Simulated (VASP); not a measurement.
**Al3GaN4: single point with r2SCAN**

Al3GaN4:

```
Al Ga N
1.0
     5.03808    0.00000    0.00006
     0.00000    3.12495    0.00000
    -0.00329    0.00000    5.54565
Al Ga N
3 1 4
Direct
  0.50022 0.50000 0.16726
  0.00067 0.50000 0.83490
  0.00100 0.00000 0.33164
  0.49949 0.00000 0.66620
  0.11071 0.00000 0.66632
  0.12268 0.50000 0.16713
  0.62541 0.50000 0.84068
  0.62341 0.00000 0.32586
```

This cell differs from its parent crystal: strain +0.000 along x and y, +0.025 along z.

```yaml
Program: VASP 6.6.1
Task: single point
Functional: r2SCAN
Potentials_or_basis: VASP PAW PBE potentials, release 64 (Al, Ga_d, N)
Cutoff: 520 eV
k_mesh: 6 × 8 × 4
Occupations: gaussian, width 0.05 eV
Spin: no spin polarisation
```

| Quantity | Value |
| --- | --- |
| Pressure | -4.9 GPa |
| Largest force | 0.322 eV/Å |
| Band gap on the k mesh | 3.91 eV, direct |

Forces in eV/Å, atoms in the order of the input:
```
Al   0.134  0.000 -0.183
Al   0.109  0.000  0.148
Al   0.100  0.000  0.166
Ga   0.141  0.000 -0.167
N   -0.163  0.000 -0.210
N   -0.125  0.000 -0.195
N   -0.104  0.000  0.305
N   -0.091  0.000  0.135
```

Stress tensor (GPa, compression positive):
```
 -1.53   0.00   0.06
  0.00  -2.38   0.00
  0.06   0.00 -10.64
```

Levels at points of the mesh, in eV from the valence-band top:
```csv
k point,band 18,band 19,band 20,band 21,band 22,band 23,band 24,band 25
"(0.00, 0.00, 0.00)",-0.69,-0.22,-0.02,0.00,3.91,6.15,6.54,6.63
"(0.50, 0.00, 0.00)",-0.82,-0.69,-0.46,-0.28,5.46,5.89,6.15,6.56
"(0.00, 0.50, 0.00)",-1.90,-1.81,-1.62,-1.55,6.32,6.34,8.10,8.17
"(0.50, 0.50, 0.00)",-1.21,-1.19,-1.16,-0.85,6.71,7.07,7.11,7.16
"(0.00, 0.00, 0.50)",-0.62,-0.53,-0.46,-0.15,6.00,6.41,7.65,8.14
"(0.50, 0.00, 0.50)",-1.18,-1.13,-1.12,-0.67,6.48,6.76,6.99,7.11
"(0.00, 0.50, 0.50)",-1.93,-1.86,-0.89,-0.74,5.60,6.17,6.32,6.50
"(0.50, 0.50, 0.50)",-1.57,-1.55,-1.46,-1.16,5.23,5.69,5.73,5.75
```

Wall time 13 min on 1 thread of Intel(R) Xeon(R) Platinum 8259CL CPU @ 2.50GHz (Skylake/Cascade Lake), on a shared host, peak memory 0.31 GiB.

Caveat: the cell differs from its parent crystal (strain +0.000 along x and y, +0.025 along z); the PAW data sets were made with another functional, which shifts forces and pressure a little. A k mesh can miss the band edges.
